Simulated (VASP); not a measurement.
# HgTe in VASP: a series of runs, part 3 of 3

VASP 6.6.1. The steps go on from the part before.

### Step 6. Electric field gradients, PBE (atom 2 (Te) moved by [0.0, 0.0, 0.12] A)

Contents of INCAR:

```
PREC = Accurate
ENCUT = 520
EDIFF = 1E-8
ISMEAR = -1
SIGMA = 0.08
LREAL = False
LASPH = True
NELM = 100
ALGO = Normal
ISIF = 2
LWAVE = False
LCHARG = False
GGA = PE
LEFG = True
NBANDS = 16
```

Contents of KPOINTS:

```
Automatic mesh
0
Gamma
  12 12 12
```

Contents of POSCAR:

```
HgTe
1.0
    0.0000000000      2.9215000000      2.9215000000
    2.9215000000      0.0000000000      2.9215000000
    2.9215000000      2.9215000000      0.0000000000
Hg Te
1 1
Direct
    0.0000000000      0.0000000000      0.0000000000
    0.5205373952      0.5205373952      0.4794626048
```

Potentials or basis: VASP PAW PBE potentials, release 64 (Hg, Te).

Run with:

```bash
> cat potpaw_PBE.64/Hg/POTCAR potpaw_PBE.64/Te/POTCAR > POTCAR
> mpirun -np 1 vasp_std > vasp.out
```

OUTCAR:

```text
PREC = Accurate
   ENCUT = 520
   EDIFF = 1E-8
   ISMEAR = -1
   LREAL = False
   LASPH = True
   NELM = 100
   ISIF = 2
   GGA = PE

 ion  position               nearest neighbor table
   1  0.000  0.000  0.000-   2 2.80   2 2.92   2 2.92   2 2.92   2 2.92   2 3.04
   2  0.521  0.521  0.479-   1 2.80   1 2.92   1 2.92   1 2.92   1 2.92   1 3.04

  LATTYP: Found a face centered cubic cell.
 ALAT       =     5.8430000000

  Lattice vectors:

 A1 = (   0.0000000000,   2.9215000000,   2.9215000000)
 A2 = (   2.9215000000,   0.0000000000,   2.9215000000)
 A3 = (   2.9215000000,   2.9215000000,   0.0000000000)

Analysis of symmetry for initial positions (statically):
=====================================================================
 Subroutine PRICEL returns:
 Original cell was already a primitive cell.

 Routine SETGRP: Setting up the symmetry group for a
 face centered cubic supercell.

[... 643 lines left out ...]
  volume of cell :       49.87
      direct lattice vectors                 reciprocal lattice vectors
     0.000000000  2.921500000  2.921500000    -0.171144960  0.171144960  0.171144960
     2.921500000  0.000000000  2.921500000     0.171144960 -0.171144960  0.171144960
     2.921500000  2.921500000  0.000000000     0.171144960  0.171144960 -0.171144960

 POSITION                                       TOTAL-FORCE (eV/Angst)
 -----------------------------------------------------------------------------------
      0.00000      0.00000      0.00000         0.000000      0.000000      0.517273
      2.92150      2.92150      3.04150         0.000000      0.000000     -0.517273
 -----------------------------------------------------------------------------------
    total drift:                               -0.000000     -0.000000      0.000217

  FREE ENERGIE OF THE ION-ELECTRON SYSTEM (eV)
  ---------------------------------------------------
  free  energy   TOTEN  =        -3.0884155824 eV

  energy  without entropy=       -3.0651692957  energy(sigma->0) =       -3.07679244

 Electric field gradients (V/A^2)
---------------------------------------------------------------------
 ion       V_xx      V_yy      V_zz      V_xy      V_xz      V_yz
---------------------------------------------------------------------
   1      10.210    10.210   -20.419     0.000     0.000     0.000
   2       0.553     0.553    -1.107     0.000     0.000     0.000
---------------------------------------------------------------------

 Electric field gradients after diagonalization (V/A^2)
 (convention: |V_zz| > |V_xx| > |V_yy|)
----------------------------------------------------------------------
 ion       V_xx      V_yy      V_zz     asymmetry (V_yy - V_xx)/ V_zz
----------------------------------------------------------------------
   1      10.210    10.209   -20.419       0.000
   2       0.553     0.553    -1.107       0.000
----------------------------------------------------------------------

           NMR quadrupolar parameters

 Cq : quadrupolar parameter    Cq=e*Q*V_zz/h
 eta: asymmetry parameters     (V_yy - V_xx)/ V_zz
 Q  : nuclear electric quadrupole moment in mb (millibarn)
----------------------------------------------------------------------
 ion       Cq(MHz)       eta       Q (mb)
----------------------------------------------------------------------
   1      -0.049       0.000       1.000
   2      -0.003       0.000       1.000
----------------------------------------------------------------------
```

stdout:

```text
POSCAR found type information on POSCAR HgTe
 POSCAR found :  2 types and       2 ions
 scaLAPACK will be used
 LDA part: xc-table for (Slater+PW92), standard interpolation
 POSCAR, INCAR and KPOINTS ok, starting setup
 FFT: planning ... GRIDC
 FFT: planning ... GRID_SOFT
 FFT: planning ... GRID
 WAVECAR not read
 entering main loop
ion   1

ion   2
```

Run time: 1.7 min. Hardware: 1 thread of Intel Xeon Platinum 8259CL at 2.50GHz (Skylake/Cascade Lake), shared host; peak memory 0.28 GiB.

What came out:

```
Free energy            : -3.0884 eV
Pressure               : 11.1 GPa
Largest force          : 0.517 eV/Å
Band gap on the k mesh : zero (band 9 reaches 6.35 eV, above the bottom of band 10 at 3.13 eV)
```

Forces in eV/Å, atoms in the order of the input:
```
Hg   0.000  0.000  0.517
Te   0.000  0.000 -0.517
```

Levels at points of the mesh, in eV from the Fermi level:
| k point | band 5 | band 6 | band 7 | band 8 | band 9 | band 10 | band 11 | band 12 | band 13 | band 14 |
| --- | --- | --- | --- | --- | --- | --- | --- | --- | --- | --- |
| (0.00, 0.00, 0.00) | -7.20 | -7.18 | -0.87 | -0.86 | -0.86 | -0.32 | 7.52 | 7.52 | 7.59 | 8.05 |
| (0.50, 0.00, 0.00) | -6.95 | -6.95 | -6.06 | 0.38 | 0.42 | 2.51 | 3.79 | 3.83 | 4.39 | 10.82 |
| (0.50, 0.50, 0.00) | -6.85 | -6.01 | -5.24 | -2.83 | -2.80 | -2.80 | 4.67 | 9.92 | 9.92 | 10.61 |
| (0.00, 0.50, 0.50) | -6.84 | -5.99 | -5.16 | -3.06 | -2.77 | -2.62 | 4.63 | 9.93 | 9.97 | 10.58 |

Electric field gradients, principal values (V/Å²):
| atom | least | middle | greatest (by size) |
| --- | --- | --- | --- |
| 1 Hg | 10.209 | 10.210 | -20.419 |
| 2 Te | 0.553 | 0.553 | -1.107 |

Caveat: the cell differs from its parent crystal (atom 2 (Te) moved by [0.0, 0.0, 0.12] A); without QUAD_EFG the Cq values of the log hold for a quadrupole moment of 1 mb, not for the nuclei; spin-orbit coupling is left out, which moves the levels of the heavy elements.

### Step 7. Electric field gradients, PBE (atom 2 (Te) moved by [0.0, 0.0, 0.12] A)

Contents of INCAR:

```
SYSTEM = HgTe
PREC = Accurate ; ENCUT = 520
EDIFF = 1E-8 ; ISMEAR = -1
SIGMA = 0.08 ; LREAL = .FALSE.
LASPH = .TRUE. ; NELM = 60
ALGO = Normal ; ISIF = 2
LWAVE = .FALSE. ; LCHARG = .FALSE.
GGA = PE ; LEFG = .TRUE.
NBANDS = 16
```

Contents of KPOINTS:

```
Automatic mesh
0
G
  12 12 12
  0 0 0
```

POSCAR is that of step 6.

Potentials or basis: VASP PAW PBE potentials, release 64 (Hg, Te).

Run with:

```bash
> cat potpaw_PBE.64/Hg/POTCAR potpaw_PBE.64/Te/POTCAR > POTCAR
> mpirun -np 1 vasp_std > vasp.out
```

OUTCAR:

```text
SYSTEM = HgTe
   PREC = Accurate
   ENCUT = 520
   EDIFF = 1E-8
   ISMEAR = -1
   LREAL = .FALSE.
   LASPH = .TRUE.
   NELM = 60
   ISIF = 2
   GGA = PE

 ion  position               nearest neighbor table
   1  0.000  0.000  0.000-   2 2.80   2 2.92   2 2.92   2 2.92   2 2.92   2 3.04
   2  0.521  0.521  0.479-   1 2.80   1 2.92   1 2.92   1 2.92   1 2.92   1 3.04

  LATTYP: Found a face centered cubic cell.
 ALAT       =     5.8430000000

  Lattice vectors:

 A1 = (   0.0000000000,   2.9215000000,   2.9215000000)
[... 668 lines left out ...]
  ---------------------------------------------------
  free  energy   TOTEN  =        -3.0884155824 eV

  energy  without entropy=       -3.0651692957  energy(sigma->0) =       -3.07679244

 Electric field gradients (V/A^2)
---------------------------------------------------------------------
 ion       V_xx      V_yy      V_zz      V_xy      V_xz      V_yz
---------------------------------------------------------------------
   1      10.210    10.210   -20.419     0.000     0.000     0.000
   2       0.553     0.553    -1.107     0.000     0.000     0.000
---------------------------------------------------------------------

 Electric field gradients after diagonalization (V/A^2)
 (convention: |V_zz| > |V_xx| > |V_yy|)
----------------------------------------------------------------------
 ion       V_xx      V_yy      V_zz     asymmetry (V_yy - V_xx)/ V_zz
----------------------------------------------------------------------
   1      10.210    10.209   -20.419       0.000
   2       0.553     0.553    -1.107       0.000
----------------------------------------------------------------------

           NMR quadrupolar parameters

 Cq : quadrupolar parameter    Cq=e*Q*V_zz/h
 eta: asymmetry parameters     (V_yy - V_xx)/ V_zz
 Q  : nuclear electric quadrupole moment in mb (millibarn)
----------------------------------------------------------------------
 ion       Cq(MHz)       eta       Q (mb)
----------------------------------------------------------------------
   1      -0.049       0.000       1.000
   2      -0.003       0.000       1.000
----------------------------------------------------------------------
```

stdout:

```text
POSCAR found type information on POSCAR HgTe
 POSCAR found :  2 types and       2 ions
 scaLAPACK will be used
 LDA part: xc-table for (Slater+PW92), standard interpolation
 POSCAR, INCAR and KPOINTS ok, starting setup
 FFT: planning ... GRIDC
 FFT: planning ... GRID_SOFT
 FFT: planning ... GRID
 WAVECAR not read
 entering main loop
ion   1

ion   2
```

Wall time 1.8 min (1 thread of Intel Xeon Platinum 8259CL at 2.50GHz (Skylake/Cascade Lake), shared host); peak memory 0.27 GiB.

Results:

```yaml
Free_energy: -3.0884 eV
Pressure: 11.1 GPa
Largest_force: 0.517 eV/Å
Band_gap_on_the_k_mesh: zero (band 9 reaches 6.35 eV, above the bottom of band 10 at 3.13 eV)
```

Forces on the atoms (eV/Å):
```
Hg   0.000  0.000  0.517
Te   0.000  0.000 -0.517
```

Levels at points of the mesh, in eV from the Fermi level:
```csv
k point,band 5,band 6,band 7,band 8,band 9,band 10,band 11,band 12,band 13,band 14
"(0.00, 0.00, 0.00)",-7.20,-7.18,-0.87,-0.86,-0.86,-0.32,7.52,7.52,7.59,8.05
"(0.50, 0.00, 0.00)",-6.95,-6.95,-6.06,0.38,0.42,2.51,3.79,3.83,4.39,10.82
"(0.50, 0.50, 0.00)",-6.85,-6.01,-5.24,-2.83,-2.80,-2.80,4.67,9.92,9.92,10.61
"(0.00, 0.50, 0.50)",-6.84,-5.99,-5.16,-3.06,-2.77,-2.62,4.63,9.93,9.97,10.58
```

Electric field gradients, principal values (V/Å²):
| atom | least | middle | greatest (by size) |
| --- | --- | --- | --- |
| 1 Hg | 10.209 | 10.210 | -20.419 |
| 2 Te | 0.553 | 0.553 | -1.107 |

Caveat: the cell differs from its parent crystal (atom 2 (Te) moved by [0.0, 0.0, 0.12] A); without QUAD_EFG the Cq values of the log hold for a quadrupole moment of 1 mb, not for the nuclei; spin-orbit coupling is left out, which moves the levels of the heavy elements.

### Step 8. Overview

| cell | gap on the mesh (eV) | pressure (GPa) |
| --- | --- | --- |
| a = 4.186 Å, angles 60.0°, 2 atoms | none | 7.2 |
| a = 4.132 Å, angles 60.0°, 2 atoms | none | 11.1 |
| a = 4.142, b = 4.142, c = 4.111 Å, angles 60.2, 60.2, 59.5°, 2 atoms | none | 10.7 |
| a = 4.153, b = 4.153, c = 4.091 Å, angles 60.5, 60.5, 59.0°, 2 atoms | none | 10.8 |

Some of these runs hold the atoms at other places in the same cell, which the table doesn't show; runs alike in all that it shows share one row.

Alike in all rows: task electric field gradients; level PBE; potentials or basis VASP PAW PBE potentials, release 64 (Hg, Te); no spin polarisation; k mesh 12 × 12 × 12; cutoff (eV) 520; smearing fermi-dirac 0.08 eV.

Caveats: spin-orbit coupling is left out, which moves the levels of the heavy elements.

Absolute energies hang on the potentials; compare differences alone.
